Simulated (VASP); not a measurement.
Runs of VASP 6.6.1 on C. The structure is that of space group Fd-3m (No. 227), or close to it. The cells are those of the table. 

```csv
task,cell,k mesh,cutoff (eV),gap on the mesh (eV),pressure (GPa)
single point,"a = 2.438 Å, angles 60.0°, 2 atoms",13 × 13 × 13,520,4.73,67.1
relaxation of cell and atoms,"relaxed from a = 2.522 Å, angles 60.0°, 2 atoms",8 × 8 × 8,600,4.39,-0.1
single point,"a = 2.544 Å, angles 60.0°, 2 atoms",8 × 8 × 8,520,4.39,0.7
single point,"a = 2.474 Å, angles 60.0°, 2 atoms",13 × 13 × 13,520,4.62,(b)
single point,"a = 2.544 Å, angles 60.0°, 2 atoms",14 × 14 × 14,520,(a),0.7
single point,"a = 2.577 Å, angles 60.0°, 2 atoms",13 × 13 × 13,520,4.31,-14.3
single point,"a = 2.544 Å, angles 60.0°, 2 atoms",13 × 13 × 13,520,4.41,0.7
single point,"a = 2.509 Å, angles 60.0°, 2 atoms",13 × 13 × 13,520,4.51,(c)
```

Alike in all rows: level BLYP; potentials or basis VASP PAW PBE potentials, release 64 (C); no spin polarisation; smearing fermi-dirac 0.05 eV.

Task: Fill in the values left out.

Result: (a) 4.38; (b) 40.6; (c) 18.7.

Caveats: the PAW data sets were made with another functional, which shifts forces and pressure a little.

A k mesh can miss the band edges.
